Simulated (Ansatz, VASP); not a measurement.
This is a calculation of CoO for VASP 6.6.1.

INCAR

```
PREC     = Accurate       # precision mode
ENCUT    = 520            # plane-wave cutoff, eV
EDIFF    = 1E-6           # SCF threshold, eV
ISMEAR   = -1             # smearing method
SIGMA    = 0.05           # smearing width, eV
LREAL    = F              # projectors in reciprocal space
LASPH    = T              # aspherical terms in the spheres
NELM     = 150            # most SCF steps
ALGO     = Normal         # electronic algorithm
ISIF     = 2              # what is computed and relaxed
LWAVE    = F              # write WAVECAR
LCHARG   = F              # write CHGCAR
ISPIN    = 2              # spin polarisation
MAGMOM   = 2 0            # initial moments
LORBIT   = 11             # projections on sites
LMAXMIX  = 4              # l up to which the mixer works
NBANDS   = 18             # bands
```

File KPOINTS:

```
regular mesh
0
Gamma
  11 11 11
```

File POSCAR:

```
CoO
1.0
    0.0000000000      2.1733047310      2.1733047310
    2.1733047310      0.0000000000      2.1733047310
    2.1733047310      2.1733047310      0.0000000000
Co O
1 1
Direct
    0.0000000000      0.0000000000      0.0000000000
    0.5000000000      0.5000000000      0.5000000000
```

Potentials or basis: VASP PAW LDA potentials, release 64 (Co, O).

Launch:

```sh
$ cat potpaw_LDA.64/Co/POTCAR potpaw_LDA.64/O/POTCAR > POTCAR
$ mpirun -np 1 vasp_std > vasp.out
```

**Question.** Set up the same calculation for Ansatz 0.2.0. Potentials there: all-electron LAPW, scalar-relativistic.

**Answer.** As run (the cutoff follows the program's own potentials):

Contents of input.yaml:

```yaml
crystal:
  lattice:
    - [0.0, 2.173304731, 2.173304731]
    - [2.173304731, 0.0, 2.173304731]
    - [2.173304731, 2.173304731, 0.0]
  atoms:
    - { symbol: Co, position: [0.0, 0.0, 0.0], spin: 2.0 }
    - { symbol: O, position: [0.5, 0.5, 0.5] }
kpoints:
  mp_grid: { grid: [11, 11, 11] }
scf:
  occupations: { method: fermi_dirac, width: 0.05 }
hamiltonian:
  xc: lda
  pseudopotentials: { kind: all_electron, lapw: { basis_error: 0.001 } }
magnetization:
  spin_polarized: true
output:
  forces: true
  stress: true
  eigenvalues: true
```

Potentials or basis: all-electron LAPW, scalar-relativistic.

Run with:

```sh
$ ansatz run input.yaml --threads 2 --pin off --max-ram 6144MiB --backend cpu --events-out ev --progress --plain --runs-dir out
```

Both were run:

|  | VASP | Ansatz | Ansatz less VASP |
| --- | --- | --- | --- |
| gap on the k mesh at the Fermi level (eV) | none | none | - |
| pressure (GPa) | -26.5 | -25.9 | +0.55 |
| net moment per atom (μB) | 1.46 | 1.49 | +0.032 |
| size of the moment on the site where the two differ most (μB) | 2.52 | 2.60 | +0.074 |

LDA's correlation is that of Perdew and Zunger in VASP and of Perdew and Wang (1992) in Ansatz. Site moments also hang on the region over which each program counts them. A gap of «none» marks a metal or a gap that the smearing closes. Ansatz ran all-electron here, and VASP with PAW potentials.
